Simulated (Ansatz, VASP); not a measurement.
## ZnS in VASP and in Ansatz

```xyz
6
Lattice="2.7216 -2.7216 0.0000 2.7216 0.0000 -2.7216 5.8967 5.4431 4.9895" Properties=species:S:1:pos:R:3 pbc="T T T"
Zn    4.3093    1.5878    1.5878
Zn    4.3093   -1.1338   -1.1338
Zn    4.3093    4.3093    4.3093
S     8.3917    2.9485    2.9485
S     5.6701    0.2270    2.9485
S     2.9485    0.2270    0.2270
```

Alike in both runs: task single point; functional PBE; k mesh 8 × 8 × 3; occupations gaussian, width 0.05 eV; no spin polarisation.

|  | VASP | Ansatz |
| --- | --- | --- |
| version | VASP 6.6.1 | Ansatz 0.2.0 |
| potentials or method | VASP PAW PBE potentials, release 64 (Zn, S), cutoff 520 eV | scalar-relativistic, plane waves, PAW |
| valence electrons in the cell | 54 | 54 |

Ansatz gave:

* gap on the k mesh at the Fermi level (eV): 1.80
* least direct gap on the mesh (eV): 1.80
* pressure (GPa): -0.3
* traceless stress, the component that is largest in VASP (GPa): -1.38
* rms of the force components (eV/Å): 0.145

What did VASP give for the same quantities?

gap on the k mesh at the Fermi level (eV): 1.80; least direct gap on the mesh (eV): 1.80; pressure (GPa): -0.1; traceless stress, the component that is largest in VASP (GPa): -1.37; rms of the force components (eV/Å): 0.145.

Atom by atom the forces differ by 0.002 eV/Å (rms over components). The functional is the same, so the differences come from potentials, cutoffs and numerics.
